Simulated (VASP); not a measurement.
Runs of VASP 6.6.1 on H. The structure is that of space group I4/mmm (No. 139), or close to it. The cells are those of the table. 

```csv
task,level,potentials or basis,cell,gap on the mesh (eV),pressure (GPa),largest force (eV/Å)
electric field gradients,LDA,"VASP PAW LDA potentials, release 64 (H)","a = 3.156 Å, angles 115.2, 115.2, 98.6°, 2 atoms",8.30,0.7,0.97
electric field gradients,LDA,"VASP PAW LDA potentials, release 64 (H)","a = 3.197 Å, angles 115.2, 115.2, 98.6°, 2 atoms",(c),0.1,(b)
electric field gradients,PBE,"VASP PAW PBE potentials, release 64 (H)","a = 3.113 Å, angles 115.2, 115.2, 98.6°, 2 atoms",8.97,1.4,0.63
electric field gradients,PBEsol,"VASP PAW PBE potentials, release 64 (H)","a = 3.156 Å, angles 115.2, 115.2, 98.6°, 2 atoms",8.75,1.0,(a)
single point,PBE,"VASP PAW PBE potentials, release 64 (H)","a = 3.156 Å, angles 115.2, 115.2, 98.6°, 2 atoms",8.94,0.6,0.26
single point,PBE,"VASP PAW PBE potentials, release 64 (H)","a = 3.113 Å, angles 115.2, 115.2, 98.6°, 2 atoms",8.97,1.4,0.63
electric field gradients,PBE,"VASP PAW PBE potentials, release 64 (H)","a = 3.156 Å, angles 115.2, 115.2, 98.6°, 2 atoms",8.94,0.6,0.26
```

Alike in all rows: no spin polarisation; k mesh 12 × 12 × 12; cutoff (eV) 520; smearing fermi-dirac 0.01 eV.

Q: Fill in the values left out.

A: (a) 0.60; (b) 0.61; (c) 8.28.

Caveats: the PAW data sets were made with another functional, which shifts forces and pressure a little (some runs).

A k mesh can miss the band edges.
